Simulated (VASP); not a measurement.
Here is a VASP 6.6.1 calculation.

The input INCAR:

```
SYSTEM = RbBr
  PREC = Accurate
  ENCUT = 520
  EDIFF = 1E-6
  ISMEAR = 0
  SIGMA = 0.01
  LREAL = .FALSE.
  LASPH = .TRUE.
  NELM = 100
  ALGO = Normal
  ISIF = 2
  LWAVE = .FALSE.
  LCHARG = .FALSE.
  GGA = PS
  NBANDS = 15
```

Contents of KPOINTS:

```
Automatic mesh
0
G
  6 6 6
  0 0 0
```

File POSCAR:

```
RbBr
1.0
    4.0730227173      0.0000000000      0.0000000000
    0.0000000000      4.0730227173      0.0000000000
    0.0000000000      0.0000000000      4.0730227173
Rb Br
1 1
Direct
    0.0000000000      0.0000000000      0.0000000000
    0.5000000000      0.5000000000      0.5000000000
```

Potentials or basis: VASP PAW PBE potentials, release 64 (Rb_sv, Br).

Launch:

```console
$ cat potpaw_PBE.64/Rb_sv/POTCAR potpaw_PBE.64/Br/POTCAR > POTCAR
$ mpirun -np 1 vasp_std > vasp.out
```

Q: Estimate the band gap on the k mesh.

A: 4.03 eV, indirect (least direct gap 4.19 eV).

Q: What does it give for the pressure?

A: 0.0 GPa.

Caveat: the PAW data sets were made with another functional, which shifts forces and pressure a little. A k mesh can miss the band edges.
